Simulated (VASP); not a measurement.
# SbP2 (C2/c) in VASP: a series of runs, part 2 of 2

VASP 6.6.1. Earlier steps stand in the parts before.

### Step 3. Single point, PBE

This run uses another cell than the first one, of 24.18 Å³/atom, 1.405 times its volume.

Input file INCAR:

```
SYSTEM = SbP2
ALGO = Normal
EDIFF = 1E-6
ENCUT = 520
GGA = PE
ISIF = 2
ISMEAR = 0
LASPH = .True.
LCHARG = .True.
LELF = .True.
LREAL = .False.
LVHAR = .True.
LWAVE = .False.
NBANDS = 24
NELM = 100
PREC = Accurate
SIGMA = 0.1
```

Input file KPOINTS:

```
k-points
0
Gamma
  8 8 6
  0 0 0
```

Input file POSCAR:

```
SbP2
1.0
    3.3295800895     -3.3473753230      0.0248232348
    3.3295800895      3.3473753230      0.0248232348
   -1.5350544328      0.0000000000      6.4970824620
Sb P
2 4
Direct
    0.0000000000      0.5000000000      0.0000000000
    0.5000000000      0.0000000000      0.5000000000
    0.1723543327      0.4798699422      0.4149869625
    0.5201300578      0.8276456673      0.0850130375
    0.8276456673      0.5201300578      0.5850130375
    0.4798699422      0.1723543327      0.9149869625
```

Potentials or basis: VASP PAW PBE potentials, release 64 (Sb, P).

Started as:

```
$ cat potpaw_PBE.64/Sb/POTCAR potpaw_PBE.64/P/POTCAR > POTCAR
$ mpirun -np 1 vasp_std > vasp.out
```

OUTCAR:

```text
SYSTEM = SbP2
   EDIFF = 1E-6
   ENCUT = 520
   GGA = PE
   ISIF = 2
   ISMEAR = 0
   LASPH = .True.
   LREAL = .False.
   NELM = 100
   PREC = Accurate

 ion  position               nearest neighbor table
   1  0.000  0.500  0.000-   3 2.78   5 2.78   4 2.83   6 2.83   6 2.83   4 2.83
   2  0.500  0.000  0.500-   4 2.78   6 2.78   5 2.83   3 2.83   3 2.83   5 2.83
   3  0.172  0.480  0.415-   5 2.12   1 2.78   2 2.83   2 2.83
   4  0.520  0.828  0.085-   6 2.12   2 2.78   1 2.83   1 2.83
   5  0.828  0.520  0.585-   3 2.12   1 2.78   2 2.83   2 2.83
   6  0.480  0.172  0.915-   4 2.12   2 2.78   1 2.83   1 2.83

  LATTYP: Found a base centered monoclinic cell.
 ALAT       =     6.6593452427
 B/A-ratio  =     1.0053166493
 C/A-ratio  =     1.0024952990
 COS(beta)  =    -0.2226757630

  Lattice vectors:

 A1 = (   3.3295800895,  -3.3473753230,   0.0248232348)
 A2 = (   3.3295800895,   3.3473753230,   0.0248232348)
 A3 = (  -1.5350544328,   0.0000000000,   6.4970824620)

Analysis of symmetry for initial positions (statically):
=====================================================================
 Subroutine PRICEL returns:
 Original cell was already a primitive cell.

 Routine SETGRP: Setting up the symmetry group for a
 base centered monoclinic supercell.

 Subroutine GETGRP returns: Found  4 space group operations
 (whereof  2 operations were pure point group operations)
 out of a pool of  4 trial point group operations.

The static configuration has the point symmetry S_2 .
 The point group associated with its full space group is C_2h.

Analysis of symmetry for dynamics (positions and initial velocities):
=====================================================================
 Subroutine PRICEL returns:
 Original cell was already a primitive cell.

 Routine SETGRP: Setting up the symmetry group for a
 base centered monoclinic supercell.

 Subroutine GETGRP returns: Found  4 space group operations
[... 128 lines left out ...]
   EFERMI_NEDOS =   21; number of points for ismear=-14 and -15
   IALGO  =     38    algorithm
   IMIX   =      4    mixing-type and parameters
     AMIX     =   0.40;   BMIX     =  1.00
     AMIX_MAG =   1.60;   BMIX_MAG =  1.00
  volume/ion in A,a.u.               =      24.18       163.17
  Fermi-wavevector in a.u.,A,eV,Ry     =   0.968084  1.829414 12.751199  0.937187
  Thomas-Fermi vector in A             =   2.098024
   LORBIT       =      0    0 simple, 1 ext, 2 COOP (PROOUT), +10 PAW based schemes
   GGA     = PE    functional components
   LHFCALC =     F    Hartree Fock is set to
   AEXX    =    0.0000 exact exchange contribution
   IVDW    =     0    specifies the selected vdW correction
   LEPSILON=     F    determine dielectric tensor
   LRPA    =     F    only Hartree local field effects (RPA)
 non-spin polarized calculation
 Gauss-broadening in eV      SIGMA  =   0.10
  energy-cutoff  :      520.00
  volume of cell :      145.08
 maximum number of plane-waves:      3929
   NGX = 17   NGY = 17   NGZ = 25

 number of electron      29.9999991 magnetization

 Free energy of the ion-electron system (eV)
  ---------------------------------------------------
  ext. energy  EPLUGINS =         0.00000000
  ---------------------------------------------------
  free energy    TOTEN  =       -28.37466792 eV

  energy without entropy =      -28.36395781  energy(sigma->0) =      -28.36931286

 E-fermi :   5.9404     XC(G=0):  -9.3879

 val. band max:        5.9251639408   @ k =  -0.1250   0.1250   0.3333
 cond. band min:       5.9528928152   @ k =   0.5000  -0.0000   0.1667
 fundamental gap:      0.0277288744
 Fermi energy:         5.9404191780

 k-point     1 :       0.0000    0.0000    0.0000
  band No.  band energies     occupation
      1      -7.7552      2.00000
      2      -6.2366      2.00000
      3      -3.3245      2.00000
      4      -3.0067      2.00000
      5      -2.0715      2.00000
      6      -1.9788      2.00000
[... 637 lines left out ...]
     23      10.4092      0.00000
     24      11.1795      0.00000

 [... further k-points ...]
[... 5 lines left out ...]
  --------------------------------------------------------------------------------------
  -------------------------------------------------------------------------------------
  Total       -0.1284815     -0.1132136     -0.0787695      0.0000000      0.0000000      0.0651096
  in kB       -1.4188770     -1.2502660     -0.8698855      0.0000000      0.0000000      0.7190339
  external PRESSURE =      -1.1796762 kB  Pullay stress =       0.0000000 kB

 VOLUME and BASIS-vectors are now :
 -----------------------------------------------------------------------------
  energy-cutoff  :      520.00
  volume of cell :      145.08
      direct lattice vectors                 reciprocal lattice vectors
     3.329580089 -3.347375323  0.024823235     0.149905034 -0.149370761  0.035417803
     3.329580089  3.347375323  0.024823235     0.149905034  0.149370761  0.035417803
    -1.535054433  0.000000000  6.497082462    -0.001145477  0.000000000  0.153644599

 POSITION                                       TOTAL-FORCE (eV/Angst)
 -----------------------------------------------------------------------------------
      1.66479      1.67369      0.01241         0.000000      0.000000      0.000000
      0.89726     -1.67369      3.26095        -0.000000      0.000000      0.000000
      1.53461      1.02937      2.71239        -0.027748      0.029455      0.025204
      4.35703      1.02937      0.58579         0.027748      0.029455     -0.025204
      3.58950     -1.02937      3.83433         0.027748     -0.029455     -0.025204
      0.76708     -1.02937      5.96094        -0.027748     -0.029455      0.025204
 -----------------------------------------------------------------------------------
    total drift:                               -0.000000     -0.000000      0.000000

  FREE ENERGIE OF THE ION-ELECTRON SYSTEM (eV)
  ---------------------------------------------------
  free  energy   TOTEN  =       -28.3746679169 eV

  energy  without entropy=      -28.3639578074  energy(sigma->0) =      -28.36931286
```

It took 8.5 min on 1 thread of Oxide Virtual Turin-like, shared host; peak memory 0.42 GiB.

Results:

```yaml
Free_energy: -28.3747 eV
Pressure: -0.1 GPa
Largest_force: 0.048 eV/Å
Band_gap_on_the_k_mesh: zero (band 15 reaches 7.47 eV, above the bottom of band 16 at 4.82 eV)
```

Forces in eV/Å, atoms in the order of the input:
```
Sb   0.000  0.000  0.000
Sb   0.000  0.000  0.000
P   -0.028  0.029  0.025
P    0.028  0.029 -0.025
P    0.028 -0.029 -0.025
P   -0.028 -0.029  0.025
```

Stress tensor (GPa, compression positive):
```
-0.14  0.00  0.07
 0.00 -0.13  0.00
 0.07  0.00 -0.09
```

Caveat: spin-orbit coupling is left out, which moves the levels of the heavy elements.
